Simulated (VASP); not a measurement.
Wanted: the native input for a VASP 6.6.1 run.

| Property | Result |
| --- | --- |
| Task | single point |
| Functional | revPBE |
| Potentials or basis | VASP PAW PBE potentials, release 64 (Sn_d, O) |
| Cutoff | 600 eV |
| k mesh | 9 × 9 × 9 |
| Occupations | fermi-dirac, width 0.05 eV |
| Spin | no spin polarisation |
| Dipole correction | no |
| Further INCAR settings | ALGO = Normal; EDIFF = 1e-06; NBANDS = 20 |

The structure of SnO2 lies in POSCAR:

```
SnO2
1.0
    0.0000000000      2.5861655988      2.5861655988
    2.5861655988      0.0000000000      2.5861655988
    2.5861655988      2.5861655988      0.0000000000
Sn O
1 2
Direct
    0.0000000000      0.0000000000      0.0000000000
    0.7500000000      0.7500000000      0.7500000000
    0.2500000000      0.2500000000      0.2500000000
```

These files were run (other wordings do the same):

INCAR

```
ALGO = Normal
EDIFF = 1E-6
ENCUT = 600
GGA = RE
GGA_COMPAT = False
ISIF = 2
ISMEAR = -1
LASPH = True
LCHARG = False
LREAL = False
LWAVE = False
NBANDS = 20
NELM = 120
PREC = Accurate
SIGMA = 0.05
```

KPOINTS

```
k-points
0
Gamma
  9 9 9
```

Potentials or basis: VASP PAW PBE potentials, release 64 (Sn_d, O).

Launch:

```bash
$ cat potpaw_PBE.64/Sn_d/POTCAR potpaw_PBE.64/O/POTCAR > POTCAR
$ mpirun -np 1 vasp_std > vasp.out
```

Results of the run:

```json
{"Pressure": "0.3 GPa", "Band gap on the k mesh": "zero (bands 13 and 14 overlap by 0.18 eV)"}
```

Caveat: semilocal functionals underestimate gaps, and a narrow one can read as zero; the PAW data sets were made with another functional, which shifts forces and pressure a little; spin-orbit coupling is left out, which moves the levels of the heavy elements.

Wall time 41 s on 1 thread of Intel Xeon 8259CL, with other jobs on the host, peak memory 0.18 GiB.
